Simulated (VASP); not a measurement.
# Sc (P6_3/mmc) in VASP: a series of runs

Sc is run at these levels: r2SCAN; tasks: relaxation of cell and atoms.

All numbers are computed with VASP 6.6.1; they aren't measurements. Logs are shortened: lines on timing, memory, paths and dates and some standing lists are left out, and cuts for length are marked.

### 1 The cell of the first run

The structure is hexagonal, space group P6_3/mmc (No. 194). The conventional cell has a = 3.309 Å, b = 3.309 Å, c = 5.273 Å, α = 90.00°, β = 90.00°, γ = 120.00°. Sc (site symmetry -6m2) has 12 Sc at 3.26 to 3.31 Å within 4.3 Å.

### 2 Relaxation of cell and atoms, r2SCAN

File POSCAR:

```
Sc
1.0
    3.3090000000      0.0000000000      0.0000000000
   -1.6545000000      2.8656780000      0.0000000000
    0.0000000000      0.0000000000      5.2733000000
Sc
2
Direct
    0.3333333333      0.6666666667      0.2500000000
    0.6666666667      0.3333333333      0.7500000000
```

File INCAR.step1:

```
PREC     = Accurate       # precision mode
ENCUT    = 600            # plane-wave cutoff, eV
ISMEAR   = 1              # smearing method
SIGMA    = 0.15           # smearing width, eV
LREAL    = False          # projectors in reciprocal space
LASPH    = True           # aspherical terms in the spheres
NELM     = 80             # most SCF steps
GGA      = PE             # functional
ALGO     = Normal         # electronic algorithm
EDIFF    = 1E-4           # SCF threshold, eV
LWAVE    = True           # write WAVECAR
LCHARG   = False          # write CHGCAR
```

File INCAR.step2:

```
PREC     = Accurate       # precision mode
ENCUT    = 600            # plane-wave cutoff, eV
EDIFF    = 1E-6           # SCF threshold, eV
ISMEAR   = 1              # smearing method
SIGMA    = 0.15           # smearing width, eV
LREAL    = False          # projectors in reciprocal space
LASPH    = True           # aspherical terms in the spheres
NELM     = 80             # most SCF steps
ALGO     = Normal         # electronic algorithm
ISIF     = 3              # what is computed and relaxed
LWAVE    = False          # write WAVECAR
LCHARG   = False          # write CHGCAR
METAGGA  = R2SCAN         # meta-GGA
LMIXTAU  = True         
IBRION   = 2              # ionic algorithm
NSW      = 50             # ionic steps
EDIFFG   = -0.01          # ionic threshold
ISTART   = 1
```

File KPOINTS:

```
regular mesh
0
Gamma
  10 10 6
```

Potentials or basis: VASP PAW PBE potentials, release 64 (Sc_sv).

Launch:

```bash
$ cat potpaw_PBE.64/Sc_sv/POTCAR > POTCAR
$ cp INCAR.step1 INCAR
$ mpirun -np 1 vasp_std > vasp.out
$ cp INCAR.step2 INCAR
$ mpirun -np 1 vasp_std > vasp.out
```

OUTCAR:

```text
PREC = Accurate
   ENCUT = 600
   EDIFF = 1E-6
   ISMEAR = 1
   LREAL = False
   LASPH = True
   NELM = 80
   ISIF = 3
   METAGGA = R2SCAN
   IBRION = 2
   NSW = 50
   EDIFFG = -0.01
   ISTART = 1

 ion  position               nearest neighbor table
   1  0.333  0.667  0.250-   2 3.26   2 3.26   2 3.26   2 3.26   2 3.26   2 3.26
   2  0.667  0.333  0.750-   1 3.26   1 3.26   1 3.26   1 3.26   1 3.26   1 3.26

  LATTYP: Found a hexagonal cell.
 ALAT       =     3.3090000000
 C/A-ratio  =     1.5936234512

  Lattice vectors:

 A1 = (   3.3090000000,   0.0000000000,   0.0000000000)
 A2 = (  -1.6545000000,   2.8656780000,   0.0000000000)
 A3 = (   0.0000000000,   0.0000000000,   5.2733000000)

Analysis of symmetry for initial positions (statically):
=====================================================================
 Subroutine PRICEL returns:
 Original cell was already a primitive cell.

 Routine SETGRP: Setting up the symmetry group for a
 hexagonal supercell.

 Subroutine GETGRP returns: Found 24 space group operations
 (whereof 12 operations were pure point group operations)
 out of a pool of 24 trial point group operations.

The static configuration has the point symmetry D_3d.
 The point group associated with its full space group is D_6h.

Analysis of symmetry for dynamics (positions and initial velocities):
=====================================================================
 Subroutine PRICEL returns:
 Original cell was already a primitive cell.

 Routine SETGRP: Setting up the symmetry group for a
 hexagonal supercell.

 Subroutine GETGRP returns: Found 24 space group operations
 (whereof 12 operations were pure point group operations)
 out of a pool of 24 trial point group operations.

The dynamic configuration has the point symmetry D_3d.
 The point group associated with its full space group is D_6h.

 Subroutine INISYM returns: Found 24 space group operations
 (whereof 12 operations are pure point group operations),
 and found     1 'primitive' translations

----------------------------------------------------------------------------------------

                                     Primitive cell

  volume of cell :      50.0042

  direct lattice vectors                    reciprocal lattice vectors
     3.309000000  0.000000000  0.000000000     0.302206105  0.174478780  0.000000000
    -1.654500000  2.865678000  0.000000000     0.000000000  0.348957559  0.000000000
     0.000000000  0.000000000  5.273300000     0.000000000  0.000000000  0.189634574

  length of vectors
     3.309000000  3.308999947  5.273300000     0.348957554  0.348957559  0.189634574

  position of ions in fractional coordinates (direct lattice)
     0.333333333  0.666666667  0.250000000
     0.666666667  0.333333333  0.750000000

  ion indices of the primitive-cell ions
   primitive index   ion index
                 1           1
                 2           2

----------------------------------------------------------------------------------------

 KPOINTS: regular mesh

Automatic generation of k-mesh.
 Grid dimensions read from file:
 generate k-points for:   10   10    6

 Generating k-lattice:

  Cartesian coordinates                     Fractional coordinates (reciprocal lattice)
     0.030220610  0.017447878  0.000000000     0.100000000 -0.000000000  0.000000000
     0.000000000  0.034895756  0.000000000     0.000000000  0.100000000  0.000000000
     0.000000000  0.000000000  0.031605762     0.000000000  0.000000000  0.166666667

  Length of vectors
     0.034895755  0.034895756  0.031605762

  Shift w.r.t. Gamma in fractional coordinates (k-lattice)
     0.000000000  0.000000000  0.000000000

 Subroutine IBZKPT returns following result:
 ===========================================

 Found     56 irreducible k-points:

 Following reciprocal coordinates:
            Coordinates               Weight
  0.000000  0.000000  0.000000      1.000000
  0.100000 -0.000000  0.000000      6.000000
  0.200000 -0.000000  0.000000      6.000000
  0.300000 -0.000000  0.000000      6.000000
  0.400000 -0.000000  0.000000      6.000000
  0.500000 -0.000000  0.000000      3.000000
[... 16 lines left out ...]
  0.300000  0.100000  0.166667     24.000000
  0.400000  0.100000  0.166667     24.000000
 [... further k-points ...]
   k-points           NKPTS =     56   k-points in BZ     NKDIM =     56   number of bands    NBANDS=     15
   number of dos      NEDOS =    301   number of ions     NIONS =      2
   total plane-waves  NPLWV =  32928
   dimension x,y,z NGX =    28 NGY =   28 NGZ =   42
   dimension x,y,z NGXF=    56 NGYF=   56 NGZF=   84
   ions per type =               2
   NGX,Y,Z   is equivalent  to a cutoff of  14.07, 14.07, 13.24 a.u.
   NGXF,Y,Z  is equivalent  to a cutoff of  28.13, 28.13, 26.48 a.u.
 SYSTEM =  unknown system
   PREC   = accura    normal or accurate (medium, high low for compatibility)
   ISTART =      1    job   : 0-new  1-cont  2-samecut
   ICHARG =      0    charge: 1-file 2-atom 10-const
   ISPIN  =      1    spin polarized calculation?
   LNONCOLLINEAR =      F non collinear calculations
   LSORBIT =      F    spin-orbit coupling
   LASPH  =      T    aspherical Exc in radial PAW
   ENCUT  =  600.0 eV  44.10 Ry    6.64 a.u.   6.61  6.61 10.53*2*pi/ulx,y,z
   NELM   =     80;   NELMIN=  2; NELMDL=  0     # of ELM steps
   EDIFF  = 0.1E-05   stopping-criterion for ELM
   LREAL  =      F    real-space projection
   EDIFFG = -.1E-01   stopping-criterion for IOM
   NSW    =     50    number of steps for IOM
   IBRION =      2    ionic relax: 0-MD 1-quasi-New 2-CG
   NFREE  =      1    steps in history (QN), initial steepest desc. (CG)
   ISIF   =      3    stress and relaxation
   ISYM   =      2    0-nonsym 1-usesym 2-fastsym
   POTIM  = 0.5000    time-step for ionic-motion
   TEBEG  =    0.0;   TEEND  =   0.0 temperature during run
   PSTRESS=    0.0 pullay stress
   NELECT =      22.0000    total number of electrons
   NUPDOWN=      -1.0000    fix difference up-down
   EMIN   =  10.00;   EMAX   =-10.00  energy-range for DOS
   EFERMI =   0.00;   METHOD = LEGACY
   ISMEAR =     1;   SIGMA  =   0.15  broadening in eV -4-tet -1-fermi 0-gaus
   EFERMI_NEDOS =   21; number of points for ismear=-14 and -15
   IALGO  =     38    algorithm
   IMIX   =      4    mixing-type and parameters
     AMIX     =   0.40;   BMIX     =  1.00
     AMIX_MAG =   1.60;   BMIX_MAG =  1.00
  volume/ion in A,a.u.               =      25.00       168.72
  Fermi-wavevector in a.u.,A,eV,Ry     =   1.245127  2.352948 21.093660  1.550340
  Thomas-Fermi vector in A             =   2.379363
   LORBIT       =      0    0 simple, 1 ext, 2 COOP (PROOUT), +10 PAW based schemes
   METAGGA = R2SCAN    functional components
   LHFCALC =     F    Hartree Fock is set to
   AEXX    =    0.0000 exact exchange contribution
   IVDW    =     0    specifies the selected vdW correction
   LEPSILON=     F    determine dielectric tensor
   LRPA    =     F    only Hartree local field effects (RPA)
 conjugate gradient relaxation of ions
 non-spin polarized calculation
 Methfessel and Paxton  Order N= 1 SIGMA  =   0.15
  energy-cutoff  :      600.00
  volume of cell :       50.00
 maximum number of plane-waves:      1713
 NGX is ok and might be reduce to    28
   NGX = 13   NGY = 13   NGZ = 21

--------------------------------------- Ionic step        1  -------------------------------------------

 number of electron      22.0000001 magnetization

 Free energy of the ion-electron system (eV)
  ---------------------------------------------------
  ext. energy  EPLUGINS =         0.00000000
  ---------------------------------------------------
  free energy    TOTEN  =       -22.70656555 eV

  energy without entropy =      -22.70219273  energy(sigma->0) =      -22.70510794

------------------------ aborting loop because EDIFF is reached ----------------------------------------

  FORCE on cell =-STRESS in cart. coord.  units (eV):
  Direction    XX          YY          ZZ          XY          YZ          ZX
  --------------------------------------------------------------------------------------
  -------------------------------------------------------------------------------------
  Total        0.1916321      0.1916321     -0.2978711      0.0000000     -0.0000000      0.0000000
  in kB        6.1400541      6.1400539     -9.5440425      0.0000000     -0.0000000      0.0000000
  external PRESSURE =       0.9120218 kB  Pullay stress =       0.0000000 kB
[... 129 lines left out ...]
  energy  without entropy=      -22.7060077770  energy(sigma->0) =      -22.70885262

--------------------------------------- Ionic step        5  -------------------------------------------

 number of electron      21.9999998 magnetization

 Free energy of the ion-electron system (eV)
  ---------------------------------------------------
  ext. energy  EPLUGINS =         0.00000000
  ---------------------------------------------------
  free energy    TOTEN  =       -22.71029367 eV

  energy without entropy =      -22.70595008  energy(sigma->0) =      -22.70884581

 E-fermi :   3.6318     XC(G=0): -10.5442

 val. band max:        3.5942029652   @ k =   0.2000  -0.0000   0.0000
 cond. band min:       3.6339297527   @ k =   0.2000   0.2000   0.3333
 fundamental gap:      0.0397267875
 Fermi energy:         3.6318017692

 k-point     1 :       0.0000    0.0000    0.0000
  band No.  band energies     occupation
      1     -47.9153      2.00000
      2     -47.8450      2.00000
      3     -25.7753      2.00000
      4     -25.4259      2.00000
      5     -25.4259      2.00000
      6     -25.3604      2.00000
      7     -25.3604      2.00000
      8     -25.3414      2.00000
      9      -1.8355      2.00000
     10       1.9633      2.00000
     11       4.0852     -0.00016
     12       5.4258     -0.00000
     13       5.4258     -0.00000
     14       5.7080     -0.00000
     15       5.9041     -0.00000
[... 397 lines left out ...]
 k-point    24 :       0.4000    0.1000    0.1667
  band No.  band energies     occupation
      1     -47.8585      2.00000
      2     -47.8385      2.00000
      3     -25.6987      2.00000
      4     -25.6291      2.00000
      5     -25.5573      2.00000
      6     -25.5057      2.00000
      7     -25.4428      2.00000
      8     -25.4151      2.00000
      9       1.8158      2.00000
     10       2.6811      2.00000
     11       3.1810      2.00018
     12       3.3381      2.01828
     13       4.9526     -0.00000
     14       5.1244     -0.00000
     15       5.6415     -0.00000

 [... further k-points ...]

------------------------ aborting loop because EDIFF is reached ----------------------------------------

  FORCE on cell =-STRESS in cart. coord.  units (eV):
  Direction    XX          YY          ZZ          XY          YZ          ZX
  --------------------------------------------------------------------------------------
  -------------------------------------------------------------------------------------
  Total        0.0021233      0.0021233      0.0069182     -0.0000000      0.0000000      0.0000000
  in kB        0.0680628      0.0680628      0.2217655     -0.0000000      0.0000000      0.0000000
  external PRESSURE =       0.1192971 kB  Pullay stress =       0.0000000 kB
[... 17 lines left out ...]
  FREE ENERGIE OF THE ION-ELECTRON SYSTEM (eV)
  ---------------------------------------------------
  free  energy   TOTEN  =       -22.7102936716 eV

  energy  without entropy=      -22.7059500829  energy(sigma->0) =      -22.70884581

 reached required accuracy - stopping structural energy minimisation
```

It took 9.9 min on 1 thread of Intel Xeon Platinum 8259CL at 2.50GHz (Skylake/Cascade Lake), shared host; peak memory 0.22 GiB.

What came out:

| Quantity | Value |
| --- | --- |
| Free energy | -22.7103 eV |
| Relaxed volume | 24.99 Å³/atom |
| Relaxed cell | a = 3.335 Å, b = 3.335 Å, c = 5.189 Å, α = 90.00°, β = 90.00°, γ = 120.00° |
| Space group after relaxing (to 0.1 Å) | P6_3/mmc (No. 194) |
| Energy gained by relaxing | 1.9 meV/atom |
| Ionic steps | 5 |
| Pressure after relaxing | 0.0 GPa |
| Band gap on the k mesh | zero (bands 11 and 12 overlap by 1.59 eV) |

Step by step:
```csv
step,energy change (eV),largest force (eV/Å),pressure (GPa),volume (Å³)
1,0.0000,0.0000,0.09,50.00
2,-0.0028,0.0000,-0.07,50.10
3,-0.0036,0.0000,-0.22,50.19
4,-0.0037,0.0000,0.08,49.91
5,-0.0037,0.0000,0.01,49.98
```

Final structure:
```cif
data_structure
_symmetry_space_group_name_H-M 'P 1'
_symmetry_Int_Tables_number 1
_cell_length_a 3.3352
_cell_length_b 3.3352
_cell_length_c 5.1885
_cell_angle_alpha 90.000
_cell_angle_beta 90.000
_cell_angle_gamma 120.000
_cell_volume 49.98
loop_
_atom_site_label
_atom_site_type_symbol
_atom_site_fract_x
_atom_site_fract_y
_atom_site_fract_z
_atom_site_occupancy
Sc1 Sc 0.33333 0.66667 0.25000 1
Sc2 Sc 0.66667 0.33333 0.75000 1
```

Caveat: the PAW data sets were made with another functional, which shifts forces and pressure a little.

[end of part 1 of 2]

The gap in the log of VASP goes by the Fermi energy; the results here count the filled bands.